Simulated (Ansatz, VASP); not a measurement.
Two plane-wave programs on P

```xyz
4
Lattice="3.3658 0.0000 0.0000 0.0000 35.7285 0.0000 0.0000 0.0000 4.5163" Properties=species:S:1:pos:R:3 pbc="T T T"
P     0.0000   34.6659    2.6743
P     0.0000    1.0625    1.8420
P     1.6829    1.0625    0.4162
P     1.6829   34.6659    4.1001
```

Change from the starting cell: strain +0.025 along x and y, -0.025 along z, atoms carried along.

Alike in both runs: task single point; functional PBEsol; k mesh 8 × 1 × 6; occupations gaussian, width 0.05 eV; no spin polarisation.

|  | VASP | Ansatz |
| --- | --- | --- |
| version | VASP 6.6.1 | Ansatz 0.2.0 |
| potentials or method | VASP PAW PBE potentials, release 64 (P), cutoff 520 eV | scalar-relativistic, plane waves, PAW |
| valence electrons in the cell | 20 | 20 |

|  | VASP | Ansatz | Ansatz less VASP |
| --- | --- | --- | --- |
| gap on the k mesh at the Fermi level (eV) | 0.65 | 0.64 | -0.012 |
| least direct gap on the mesh (eV) | 0.65 | 0.64 | -0.012 |
| rms of the force components (eV/Å) | 0.374 | 0.377 | +0.0027 |

VASP's potentials were made for PBE, not for PBEsol. Atom by atom the forces differ by 0.010 eV/Å (rms over components).
